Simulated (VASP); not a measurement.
Wanted: the native input for a VASP 6.6.1 run.

* Task: single point
* Functional: PBE
* Potentials or basis: VASP PAW PBE potentials, release 64 (Mg, Si, N)
* Cutoff: 600 eV
* k mesh: 2 × 2 × 3
* Occupations: gaussian, width 0.15 eV
* Spin: no spin polarisation
* Dipole correction: no
* Further INCAR settings: ALGO = Normal; EDIFF = 1e-06; NBANDS = 22

The structure of Mg5SiN2 lies in POSCAR:

```
Mg5SiN2
1.0
    6.3328582310      0.0000000000      0.0000000000
    0.0000000000      6.3328582310      0.0000000000
    0.0000000000      0.0000000000      4.2199823867
Mg Si N
5 1 2
Direct
    0.3084308740      0.0000000000      0.0000000000
    0.6915691260      0.0000000000      0.0000000000
    0.0000000000      0.3084308740      0.0000000000
    0.0000000000      0.6915691260      0.0000000000
    0.5000000000      0.5000000000      0.5000000000
    0.5000000000      0.5000000000      0.0000000000
    0.0000000000      0.5000000000      0.5000000000
    0.5000000000      0.0000000000      0.5000000000
```

The cell was built from a structure type or drawn by symmetry, and may not be a known phase.

These files were run (other wordings do the same):

INCAR

```
  ALGO = Normal
  EDIFF = 1E-6
  ENCUT = 600
  GGA = PE
  GGA_COMPAT = False
  ISIF = 2
  ISMEAR = 0
  LASPH = True
  LCHARG = False
  LREAL = False
  LWAVE = False
  NBANDS = 22
  NELM = 120
  PREC = Accurate
  SIGMA = 0.15
```

KPOINTS

```
k-points
0
Gamma
  2 2 3
```

Potentials or basis: VASP PAW PBE potentials, release 64 (Mg, Si, N).

Command:

```bash
$ cat potpaw_PBE.64/Mg/POTCAR potpaw_PBE.64/Si/POTCAR potpaw_PBE.64/N/POTCAR > POTCAR
$ mpirun -np 1 vasp_std > vasp.out
```

Results of the run:

```
Pressure               : 0.1 GPa
Largest force          : 0.080 eV/Å
Band gap on the k mesh : zero (bands 12 and 13 overlap by 1.21 eV)
```

Caveat: the k points lie up to 0.50 Å⁻¹ apart, too coarse for converged energies and pressures of a metal.

Wall time 55 s on 1 thread of AMD EPYC 7R43 64-Core Processor (Zen 3) (shared host), peak memory 0.28 GiB.
